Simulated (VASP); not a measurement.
# C (Cmcm) in VASP: single point with LDA

Aim: the single point of C with LDA.

Everything below comes from runs of VASP 6.6.1. Logs are shortened: lines on timing, memory, paths and dates and some standing lists are left out, and cuts for length are marked.

## Step 1: The cell of the first run

It takes space group Cmcm (No. 63, orthorhombic). Conventional cell: a = 2.446 Å, b = 4.233 Å, c = 6.719 Å, α = 90.00°, β = 90.00°, γ = 90.00°. Within 1.9 Å of C (site symmetry m2m) lie 3 C at 1.41 Å. C (site symmetry m2m) has 3 C at 1.41 Å within 1.9 Å.

## Step 2: Single point, LDA (mode 1 (-37.7 1/cm) frozen in, largest displacement +0.050 Å)

INCAR

```
PREC = Accurate
ENCUT = 520
EDIFF = 1E-7
ISMEAR = 0
SIGMA = 0.03
LREAL = F
LASPH = T
NELM = 60
ALGO = Normal
ISIF = 2
LWAVE = F
LCHARG = T
LELF = T
LVHAR = T
NBANDS = 16
```

KPOINTS

```
regular mesh
0
Gamma
  16 16 6
```

POSCAR

```
C
1.0
    1.2227846672      2.1166507485      0.0000000000
    1.2227846672     -2.1166507485      0.0000000000
    0.0000000000      0.0000000000     -6.7194983675
C
4
Direct
    0.1785176780      0.8214823220      0.0000000000
    0.6548954532      0.3451045468      0.5000000000
    0.8451045468      0.1548954532      1.0000000000
    0.3214823220      0.6785176780      0.5000000000
```

Potentials or basis: VASP PAW LDA potentials, release 64 (C).

The run is started by

```
$ cat potpaw_LDA.64/C/POTCAR > POTCAR
$ mpirun -np 1 vasp_std > vasp.out
```

OUTCAR:

```text
PREC = Accurate
   ENCUT = 520
   EDIFF = 1E-7
   ISMEAR = 0
   LREAL = F
   LASPH = T
   NELM = 60
   ISIF = 2

 ion  position               nearest neighbor table
   1  0.179  0.821  0.000-   3 1.41   3 1.41   3 1.41
   2  0.655  0.345  0.500-   4 1.41   4 1.41   4 1.41
   3  0.845  0.155  0.000-   1 1.41   1 1.41   1 1.41
   4  0.321  0.679  0.500-   2 1.41   2 1.41   2 1.41

  LATTYP: Found a base centered orthorhombic cell.
 ALAT       =     2.4455693344
 B/A-ratio  =     1.7310085784
 C/A-ratio  =     2.7476212892

  Lattice vectors:

 A1 = (   1.2227846672,   2.1166507485,   0.0000000000)
 A2 = (   1.2227846672,  -2.1166507485,   0.0000000000)
 A3 = (   0.0000000000,   0.0000000000,  -6.7194983675)

Analysis of symmetry for initial positions (statically):
=====================================================================
 Subroutine PRICEL returns:
 Original cell was already a primitive cell.

 Routine SETGRP: Setting up the symmetry group for a
 base centered orthorhombic supercell.

 Subroutine GETGRP returns: Found  8 space group operations
 (whereof  4 operations were pure point group operations)
 out of a pool of  8 trial point group operations.

The static configuration has the point symmetry C_2v.
 The point group associated with its full space group is D_2h.

Analysis of symmetry for dynamics (positions and initial velocities):
=====================================================================
 Subroutine PRICEL returns:
 Original cell was already a primitive cell.

 Routine SETGRP: Setting up the symmetry group for a
 base centered orthorhombic supercell.

 Subroutine GETGRP returns: Found  8 space group operations
 (whereof  4 operations were pure point group operations)
 out of a pool of  8 trial point group operations.

The dynamic configuration has the point symmetry C_2v.
 The point group associated with its full space group is D_2h.

 Subroutine INISYM returns: Found  8 space group operations
 (whereof  4 operations are pure point group operations),
 and found     1 'primitive' translations

----------------------------------------------------------------------------------------

                                     Primitive cell

  volume of cell :      34.7829

  direct lattice vectors                    reciprocal lattice vectors
     1.222784667  2.116650749  0.000000000     0.408902739  0.236222249  0.000000000
     1.222784667 -2.116650749  0.000000000     0.408902739 -0.236222249  0.000000000
[... 87 lines left out ...]
   ENCUT  =  520.0 eV  38.22 Ry    6.18 a.u.   4.55  4.55 12.49*2*pi/ulx,y,z
   NELM   =     60;   NELMIN=  2; NELMDL= -5     # of ELM steps
   EDIFF  = 0.1E-06   stopping-criterion for ELM
   LREAL  =      F    real-space projection
   EDIFFG = 0.1E-05   stopping-criterion for IOM
   NSW    =      0    number of steps for IOM
   IBRION =     -1    ionic relax: 0-MD 1-quasi-New 2-CG
   NFREE  =      0    steps in history (QN), initial steepest desc. (CG)
   ISIF   =      2    stress and relaxation
   ISYM   =      2    0-nonsym 1-usesym 2-fastsym
   POTIM  = 0.5000    time-step for ionic-motion
   TEBEG  =    0.0;   TEEND  =   0.0 temperature during run
   PSTRESS=    0.0 pullay stress
   NELECT =      16.0000    total number of electrons
   NUPDOWN=      -1.0000    fix difference up-down
   EMIN   =  10.00;   EMAX   =-10.00  energy-range for DOS
   EFERMI =   0.00;   METHOD = LEGACY
   ISMEAR =     0;   SIGMA  =   0.03  broadening in eV -4-tet -1-fermi 0-gaus
   EFERMI_NEDOS =   21; number of points for ismear=-14 and -15
   IALGO  =     38    algorithm
   IMIX   =      4    mixing-type and parameters
     AMIX     =   0.40;   BMIX     =  1.00
     AMIX_MAG =   1.60;   BMIX_MAG =  1.00
  volume/ion in A,a.u.               =       8.70        58.68
  Fermi-wavevector in a.u.,A,eV,Ry     =   1.263745  2.388132 21.729207  1.597052
  Thomas-Fermi vector in A             =   2.397086
   LORBIT       =      0    0 simple, 1 ext, 2 COOP (PROOUT), +10 PAW based schemes
   GGA     = CA    functional components
   LHFCALC =     F    Hartree Fock is set to
   AEXX    =    0.0000 exact exchange contribution
   IVDW    =     0    specifies the selected vdW correction
   LEPSILON=     F    determine dielectric tensor
   LRPA    =     F    only Hartree local field effects (RPA)
 non-spin polarized calculation
 Gauss-broadening in eV      SIGMA  =   0.03
  energy-cutoff  :      520.00
  volume of cell :       34.78
 maximum number of plane-waves:       967
   NGX =  9   NGY =  9   NGZ = 25

 number of electron      16.0000003 magnetization

 Free energy of the ion-electron system (eV)
  ---------------------------------------------------
  ext. energy  EPLUGINS =         0.00000000
  ---------------------------------------------------
  free energy    TOTEN  =       -40.44155241 eV

  energy without entropy =      -40.44155241  energy(sigma->0) =      -40.44155241

 E-fermi :   4.5905     XC(G=0): -10.7931

 val. band max:        4.4816639274   @ k =   0.3750   0.3125   0.0000
 cond. band min:       4.6970306732   @ k =   0.3125   0.3125   0.0000
 fundamental gap:      0.2153667458
 Fermi energy:         4.5905360920

 k-point     1 :       0.0000    0.0000    0.0000
  band No.  band energies     occupation
      1     -14.9354      2.00000
      2     -14.6210      2.00000
      3      -4.0533      2.00000
      4      -2.0223      2.00000
      5       1.6804      2.00000
      6       1.7051      2.00000
[... 433 lines left out ...]
      3      -3.9375      2.00000
      4      -1.9136      2.00000
      5       1.3325      2.00000
      6       1.3521      2.00000
[... 8 lines left out ...]
     15      15.9803      0.00000
     16      16.0833      0.00000

 [... further k-points ...]
[... 5 lines left out ...]
  --------------------------------------------------------------------------------------
  -------------------------------------------------------------------------------------
  Total        0.3007019      0.2373638     -0.0005949      0.0000000      0.0000000      0.0000000
  in kB       13.8509846     10.9334940     -0.0274042      0.0000000      0.0000000      0.0000000
  external PRESSURE =       8.2523581 kB  Pullay stress =       0.0000000 kB

 VOLUME and BASIS-vectors are now :
 -----------------------------------------------------------------------------
  energy-cutoff  :      520.00
  volume of cell :       34.78
      direct lattice vectors                 reciprocal lattice vectors
     1.222784667  2.116650749  0.000000000     0.408902739  0.236222249  0.000000000
     1.222784667 -2.116650749  0.000000000     0.408902739 -0.236222249  0.000000000
     0.000000000  0.000000000 -6.719498367     0.000000000  0.000000000 -0.148820633

 POSITION                                       TOTAL-FORCE (eV/Angst)
 -----------------------------------------------------------------------------------
      1.22278     -1.36093      0.00000         0.000000     -0.021340      0.000000
      1.22278      0.65572     -3.35975         0.000000     -0.027404      0.000000
      1.22278      1.46093      0.00000         0.000000      0.027404      0.000000
      1.22278     -0.75572     -3.35975         0.000000      0.021340      0.000000
 -----------------------------------------------------------------------------------
    total drift:                                0.000000      0.000000      0.000000

  FREE ENERGIE OF THE ION-ELECTRON SYSTEM (eV)
  ---------------------------------------------------
  free  energy   TOTEN  =       -40.4415524109 eV

  energy  without entropy=      -40.4415524108  energy(sigma->0) =      -40.44155241
```

stdout:

```text
POSCAR found type information on POSCAR C
 POSCAR found :  1 types and       4 ions
 scaLAPACK will be used
 LDA part: xc-table for (Slater(with rela. corr.)+CA(PZ))
 , standard interpolation
 POSCAR, INCAR and KPOINTS ok, starting setup
 FFT: planning ... GRIDC
 FFT: planning ... GRID_SOFT
 FFT: planning ... GRID
 WAVECAR not read
 entering main loop
```

Run time: 3.1 min. Hardware: 1 thread of AMD EPYC 7R43 (Zen 3), shared host; peak memory 0.17 GiB.

Results:

```yaml
Free_energy: -40.4416 eV
Pressure: 0.8 GPa
Largest_force: 0.027 eV/Å
Band_gap_on_the_k_mesh: 0.22 eV
```

Forces in eV/Å, atoms in the order of the input:
```
C    0.000 -0.021  0.000
C    0.000 -0.027  0.000
C    0.000  0.027  0.000
C    0.000  0.021  0.000
```

Caveat: the cell differs from its parent crystal (mode 1 (-37.7 1/cm) frozen in, largest displacement +0.050 Å). A k mesh can miss the band edges.
